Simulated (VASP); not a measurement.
Here is a VASP 6.6.1 calculation.

File INCAR:

```
ALGO = Normal
EDIFF = 1E-7
ENCUT = 520
GGA = PE
ISIF = 2
ISMEAR = 0
LASPH = True
LCHARG = False
LREAL = False
LWAVE = False
NBANDS = 12
NELM = 80
PREC = Accurate
SIGMA = 0.15
```

KPOINTS

```
k-points
0
Gamma
  20 20 20
```

The input POSCAR:

```
Ta
1.0
   -1.6265108000      1.6265108000      1.6512800000
    1.6265108000     -1.6265108000      1.6512800000
    1.6265108000      1.6265108000     -1.6512800000
Ta
1
Direct
    0.0000000000      0.0000000000      0.0000000000
```

Potentials or basis: VASP PAW PBE potentials, release 64 (Ta_pv).

Launch:

```sh
$ cat potpaw_PBE.64/Ta_pv/POTCAR > POTCAR
$ mpirun -np 1 vasp_std > vasp.out
```

(1) What does it give for the pressure?

(2) Estimate the band gap on the k mesh.

Answers

(1) 10.0 GPa.

(2) zero (an odd number of electrons rules out a gap without spin polarisation).

Caveat: the cell differs from its parent crystal (strain -0.015 along x and y, +0.000 along z); the cell stands under pressure; spin-orbit coupling is left out, which moves the levels of the heavy elements.
